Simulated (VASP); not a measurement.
Wanted: the native input for a VASP 6.6.1 run.

* Task: relaxation of shape and atoms at fixed volume
* Functional: PBE
* Potentials or basis: VASP PAW PBE potentials, release 64 (Zr_sv)
* Cutoff: 500 eV
* k mesh: 14 × 14 × 14
* Occupations: fermi-dirac, width 0.1 eV
* Spin: no spin polarisation
* Dipole correction: no
* Further INCAR settings: ALGO = Normal; EDIFF = 1e-07; IBRION = 2; EDIFFG = -0.005; NSW = 50; ISIF = 4

The structure of Zr lies in POSCAR:

```
Zr
1.0
   -2.0458854605      2.0458854605      1.1278783756
    2.0458854605     -2.0458854605      1.1278783756
    2.0458854605      2.0458854605     -1.1278783756
Zr
2
Direct
   -0.3750000000     -0.1250000000     -0.2500000000
    0.3750000000      0.1250000000      0.2500000000
```

These files were run (other wordings do the same):

INCAR

```
SYSTEM = Zr
  ALGO = Normal
  EDIFF = 1E-7
  EDIFFG = -0.005
  ENCUT = 500
  GGA = PE
  GGA_COMPAT = .FALSE.
  IBRION = 2
  ISIF = 4
  ISMEAR = -1
  LASPH = .TRUE.
  LCHARG = .FALSE.
  LREAL = .FALSE.
  LWAVE = .FALSE.
  NELM = 120
  NELMIN = 4
  NSW = 50
  PREC = Accurate
  SIGMA = 0.1
```

KPOINTS

```
k-points
0
G
  14 14 14
  0 0 0
```

Potentials or basis: VASP PAW PBE potentials, release 64 (Zr_sv).

Command:

```bash
$ cat potpaw_PBE.64/Zr_sv/POTCAR > POTCAR
$ mpirun -np 1 vasp_std > vasp.out
```

It gave:

```
Energy gained by relaxing : 0.5 meV/atom
Ionic steps               : 3
Pressure after relaxing   : 429.3 GPa
Band gap on the k mesh    : zero (bands 12 and 13 overlap by 3.91 eV)
```

It took 120 s on 1 thread of Intel(R) Xeon(R) Platinum 8375C CPU @ 2.90GHz (Ice Lake), on a shared host, peak memory 0.18 GiB.
